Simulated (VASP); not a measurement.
The system is Mg3SeS2.

```
CELL_PARAMETERS angstrom
0.00000 3.54489 6.08454
3.33723 0.00000 6.08454
3.33723 3.54489 0.00000
ATOMIC_POSITIONS crystal
Mg 0.19878 0.19878 0.80122
Mg 0.80122 0.80122 0.19878
Mg 0.50000 0.50000 0.50000
Se 0.00000 0.00000 0.00000
S 0.27211 0.72789 0.27211
S 0.72789 0.27211 0.72789
```

The cell was built from a structure type or drawn by symmetry, and may not be a known phase.

| Item | Value |
| --- | --- |
| Program | VASP 6.6.1 |
| Task | relaxation of cell and atoms |
| Functional | PBE |
| Potentials or basis | VASP PAW PBE potentials, release 64 (Mg, Se, S) |
| Cutoff | 600 eV |
| k mesh | 4 × 4 × 4 |
| Occupations | gaussian, width 0.1 eV |
| Spin | no spin polarisation |

At the start: pressure 48.5 GPa; volume 23.99 Å³/atom.

Q: How do energy, volume and symmetry change on relaxing?

A: Over 29 steps the energy falls by 2786.5 meV/atom and the volume is 28.53 Å³/atom (+18.9 %); space group Fmmm (No. 69, to 0.1 Å) before and after.

Step by step:
| step | energy change (eV) | largest force (eV/Å) | pressure (GPa) | volume (Å³) |
| --- | --- | --- | --- | --- |
| 1 | 0.0000 | 14.8625 | 48.54 | 143.96 |
| 2 | -12.4904 | 0.1696 | -3.20 | 301.12 |
| 3 | -12.5988 | 0.1956 | -3.07 | 294.91 |
| 4 | -12.6844 | 0.2186 | -2.95 | 289.67 |
| 5 | -13.1132 | 1.9576 | -1.59 | 252.35 |
| 6 | -13.7151 | 0.7271 | -2.58 | 239.63 |
| 7 | -14.0508 | 1.1351 | -2.54 | 222.13 |
| 8 | -14.5661 | 0.7992 | -1.78 | 203.56 |
| 9 | -14.8565 | 0.5604 | 0.25 | 184.11 |
| 10 | -14.8569 | 0.5618 | 0.76 | 180.97 |
| 11 | -15.2273 | 1.1273 | 0.37 | 178.89 |
| 12 | -15.8823 | 3.0512 | 1.28 | 170.15 |
| 13 | -16.0925 | 2.6856 | 0.88 | 170.30 |
| 14 | -16.3674 | 1.1526 | 0.85 | 170.34 |
| 15 | -16.4831 | 0.7296 | 0.10 | 171.41 |
| 16 | -16.5769 | 0.5662 | -1.17 | 174.19 |
| 17 | -16.5793 | 0.5607 | -1.05 | 173.84 |
| 18 | -16.6091 | 0.5250 | -0.82 | 172.03 |
| 19 | -16.6659 | 0.3628 | 0.01 | 166.64 |
| 20 | -16.5613 | 0.4129 | 2.52 | 156.08 |
| 21 | -16.6697 | 0.2989 | 0.32 | 164.88 |
| 22 | -16.6702 | 0.2656 | 0.46 | 164.18 |
| 23 | -16.6821 | 0.1938 | 0.30 | 165.02 |
| 24 | -16.6903 | 0.0584 | 0.05 | 166.52 |
| 25 | -16.7006 | 0.0810 | 0.02 | 167.35 |
| 26 | -16.7089 | 0.2240 | 0.00 | 169.28 |
| 27 | -16.7165 | 0.1335 | 0.03 | 170.26 |
| 28 | -16.7177 | 0.0810 | 0.05 | 170.79 |
| 29 | -16.7188 | 0.0127 | -0.07 | 171.16 |

Final structure:
```xyz
6
Lattice="0.0000 5.0127 6.3801 2.6759 0.0000 6.3801 2.6759 5.0127 0.0000" Properties=species:S:1:pos:R:3 pbc="T T T"
Mg    2.6759    5.0127    2.6548
Mg    2.6759    5.0127   10.1055
Mg    2.6759    5.0127    6.3801
Se    0.0000    0.0000    0.0000
S     2.6759    2.5239    6.3801
S     2.6759    7.5016    6.3801
```

Caveat: the volume moved by over 15 % at a fixed basis, so the end points are rough.
